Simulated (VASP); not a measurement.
Input of a VASP 6.6.1 run:

INCAR

```
SYSTEM = Si2Mo
  PREC = Accurate
  ENCUT = 520
  EDIFF = 1E-7
  ISMEAR = -1
  SIGMA = 0.05
  LREAL = .FALSE.
  LASPH = .TRUE.
  NELM = 100
  ALGO = Normal
  ISIF = 2
  LWAVE = .FALSE.
  LCHARG = .FALSE.
  GGA = PE
  NBANDS = 18
```

File KPOINTS:

```
Automatic mesh
0
G
  10 10 10
  0 0 0
```

The input POSCAR:

```
Si2Mo
1.0
   -1.6160000000      1.6160000000      3.9305000000
    1.6160000000     -1.6160000000      3.9305000000
    1.6160000000      1.6160000000     -3.9305000000
Mo Si
1 2
Direct
    0.0000000000      0.0000000000      0.0000000000
    0.6670000000      0.6670000000      0.0000000000
    0.3330000000      0.3330000000      0.0000000000
```

Potentials or basis: VASP PAW PBE potentials, release 64 (Mo_sv, Si).

The run is started by

```sh
$ cat potpaw_PBE.64/Mo_sv/POTCAR potpaw_PBE.64/Si/POTCAR > POTCAR
$ mpirun -np 1 vasp_std > vasp.out
```

Question: Estimate the band gap on the k mesh.

Answer: Zero (band 11 reaches 12.42 eV, above the bottom of band 12 at 11.41 eV).

Question: Estimate the pressure.

Answer: -1.6 GPa.

Question: Predict the largest force.

Answer: 0.328 eV/Å.

Forces in eV/Å, atoms in the order of the input:
```
Mo   0.000  0.000  0.000
Si   0.000  0.000 -0.328
Si   0.000  0.000  0.328
```
